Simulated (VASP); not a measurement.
A run of VASP 6.6.1:

Contents of POSCAR:

```
Se
1.0
    0.0000000000      2.2175113317      2.2175113317
    2.2175113317      0.0000000000      2.2175113317
    2.2175113317      2.2175113317      0.0000000000
Se
1
Direct
    0.0000000000      0.0000000000      0.0000000000
```

File INCAR.step1:

```
PREC = Accurate
ENCUT = 600
ISMEAR = -1
SIGMA = 0.1
LREAL = F
LASPH = T
NELM = 60
GGA = PE
ALGO = Normal
EDIFF = 1E-4
LWAVE = T
LCHARG = F
```

Contents of INCAR.step2:

```
PREC = Accurate
ENCUT = 600
EDIFF = 1E-6
ISMEAR = -1
SIGMA = 0.1
LREAL = F
LASPH = T
NELM = 60
ALGO = Normal
ISIF = 3
LWAVE = F
LCHARG = F
METAGGA = R2SCAN
LMIXTAU = T
IBRION = 2
NSW = 80
EDIFFG = -0.01
ISTART = 1
```

Contents of KPOINTS:

```
Automatic mesh
0
Gamma
  12 12 12
```

Potentials or basis: VASP PAW PBE potentials, release 64 (Se).

Launch:

```sh
$ cat potpaw_PBE.64/Se/POTCAR > POTCAR
$ cp INCAR.step1 INCAR
$ mpirun -np 1 vasp_std > vasp.out
$ cp INCAR.step2 INCAR
$ mpirun -np 1 vasp_std > vasp.out
```

Hardware: 1 thread of Intel(R) Xeon(R) Platinum 8375C CPU @ 2.90GHz (Ice Lake), on a shared host.

**Question.** How long does it take, and how much memory?

**Answer.** Run time: 120 s on 1 thread of Intel(R) Xeon(R) Platinum 8375C CPU @ 2.90GHz (Ice Lake), on a shared host, peak memory 0.17 GiB. Counts: k points 72, ion steps 3.
